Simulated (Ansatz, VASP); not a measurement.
## One calculation of Ga2BAs3, two programs

The input INCAR:

```
SYSTEM = Ga2BAs3
ALGO     = Normal         ! electronic algorithm
EDIFF    = 1E-6           ! SCF threshold, eV
EDIFFG   = -0.04          ! ionic threshold
ENCUT    = 600            ! plane-wave cutoff, eV
GGA      = PE             ! functional
IBRION   = 2              ! ionic algorithm
ISIF     = 3              ! what is computed and relaxed
ISMEAR   = 0              ! smearing method
LASPH    = .TRUE.         ! aspherical terms in the spheres
LCHARG   = .FALSE.        ! write CHGCAR
LREAL    = .FALSE.        ! projectors in reciprocal space
LWAVE    = .FALSE.        ! write WAVECAR
NELM     = 100            ! most SCF steps
NSW      = 90             ! ionic steps
PREC     = Accurate       ! precision mode
SIGMA    = 0.1            ! smearing width, eV
```

The input KPOINTS:

```
k-points
0
G
  6 6 6
  0 0 0
```

POSCAR

```
Ga2BAs3
1.0
   -1.9001415200      1.9001415200      8.0616177200
    1.9001415200     -1.9001415200      8.0616177200
    1.9001415200      1.9001415200     -8.0616177200
Ga B As
2 1 3
Direct
    0.8333333300      0.8333333300      0.0000000000
    0.1666666700      0.1666666700      0.0000000000
    0.5000000000      0.5000000000      0.0000000000
    0.5833333300      0.0833333300      0.5000000000
    0.2500000000      0.7500000000      0.5000000000
    0.9166666700      0.4166666700      0.5000000000
```

Input for Ansatz:

```yaml
crystal:
  lattice:
    - [-1.90014152, 1.90014152, 8.06161772]
    - [1.90014152, -1.90014152, 8.06161772]
    - [1.90014152, 1.90014152, -8.06161772]
  atoms:
    - { symbol: Ga, position: [0.83333333, 0.83333333, 0.0] }
    - { symbol: Ga, position: [0.16666667, 0.16666667, 0.0] }
    - { symbol: B, position: [0.5, 0.5, 0.0] }
    - { symbol: As, position: [0.58333333, 0.08333333, 0.5] }
    - { symbol: As, position: [0.25, 0.75, 0.5] }
    - { symbol: As, position: [0.91666667, 0.41666667, 0.5] }
basis:
  ecutwfc: 420
kpoints:
  mp_grid: { grid: [6, 6, 6] }
hamiltonian:
  xc: pbe
scf:
  occupations: { method: gaussian, width: 0.1 }
  lower_state_search: "off"
output:
  forces: true
  stress: true
  eigenvalues: true
relax:
  adjacent_minimum: "off"
  f_tol: 0.04
  max_steps: 70
  cell: { stress_tol: 0.4 }
```

Alike in both runs: task relaxation of cell and atoms; functional PBE; k mesh 6 × 6 × 6; occupations gaussian, width 0.1 eV; no spin polarisation.

```csv
,VASP,Ansatz
version,VASP 6.6.1,Ansatz 0.2.0
potentials or method,"VASP PAW PBE potentials, release 64 (Ga_d, B, As), cutoff 600 eV","scalar-relativistic, plane waves, PAW"
valence electrons in the cell,44,74
```

|  | VASP | Ansatz | Ansatz less VASP |
| --- | --- | --- | --- |
| gap on the k mesh at the Fermi level, each at its own relaxed structure (eV) | 0.45 | 0.47 | +0.024 |
| relaxed volume (Å³/atom) | 20.19 | 20.07 | -0.121 |
| relaxed cell length with the largest relative difference (Å) | 8.739 | 8.739 | 0.0000 |

VASP's potentials hold 44 valence electrons a cell and Ansatz's 74, so a difference there can come from the potentials and not from the codes.
